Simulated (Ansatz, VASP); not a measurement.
# ZnS in VASP and in Ansatz

File INCAR:

```
PREC     = Accurate       # precision mode
ENCUT    = 520            # plane-wave cutoff, eV
EDIFF    = 1E-8           # SCF threshold, eV
ISMEAR   = -1             # smearing method
SIGMA    = 0.01           # smearing width, eV
LREAL    = False          # projectors in reciprocal space
LASPH    = True           # aspherical terms in the spheres
NELM     = 80             # most SCF steps
ALGO     = Normal         # electronic algorithm
ISIF     = 2              # what is computed and relaxed
LWAVE    = False          # write WAVECAR
LCHARG   = False          # write CHGCAR
GGA      = PS             # functional
LEFG     = True         
NBANDS   = 16             # bands
```

File KPOINTS:

```
regular mesh
0
Gamma
  8 8 8
```

POSCAR

```
ZnS
1.0
    0.0811395000      2.7452197500      2.7452197500
    2.7452197500      0.0811395000      2.7452197500
    2.7452197500      2.7452197500      0.0811395000
Zn S
1 1
Direct
    0.0000000000      0.0000000000      0.0000000000
    0.7500000000      0.7500000000      0.7500000000
```

Input for Ansatz:

```yaml
crystal:
  lattice:
    - [0.0811395, 2.74521975, 2.74521975]
    - [2.74521975, 0.0811395, 2.74521975]
    - [2.74521975, 2.74521975, 0.0811395]
  atoms:
    - { symbol: Zn, position: [0.0, 0.0, 0.0] }
    - { symbol: S, position: [0.75, 0.75, 0.75] }
kpoints:
  mp_grid: { grid: [8, 8, 8] }
scf:
  occupations: { method: fermi_dirac, width: 0.01 }
hamiltonian:
  xc: pbesol
  pseudopotentials: { kind: all_electron, datasets: crystal }
output:
  forces: true
  stress: true
  eigenvalues: true
  efg: { contact_densities: true }
```

Change from the starting cell: equal xy, yz and zx shear strains of +3 %, crystal datasets.

Alike in both runs: task electric field gradients; functional PBEsol; k mesh 8 × 8 × 8; occupations fermi-dirac, width 0.01 eV; no spin polarisation.

|  | VASP | Ansatz |
| --- | --- | --- |
| version | VASP 6.6.1 | Ansatz 0.2.0 |
| potentials or method | VASP PAW PBE potentials, release 64 (Zn, S), cutoff 520 eV | all-electron PAW with datasets made for the crystal, scalar-relativistic |

|  | VASP | Ansatz | Ansatz less VASP |
| --- | --- | --- | --- |
| gap on the k mesh at the Fermi level (eV) | 1.88 | 1.88 | -0.001 |
| pressure (GPa) | -1.7 | -1.9 | -0.18 |
| traceless stress, the component that is largest in VASP (GPa) | -1.86 | -1.85 | +0.014 |
| rms of the force components (eV/Å) | 0.123 | 0.121 | -0.0023 |
| size of Vzz on the site where it differs most (V/Å²) | 18.4 | 17.3 | -1.10 |

VASP's potentials were made for PBE, not for PBEsol. Atom by atom the forces differ by 0.002 eV/Å (rms over components). Ansatz ran all-electron here, and VASP with PAW potentials.
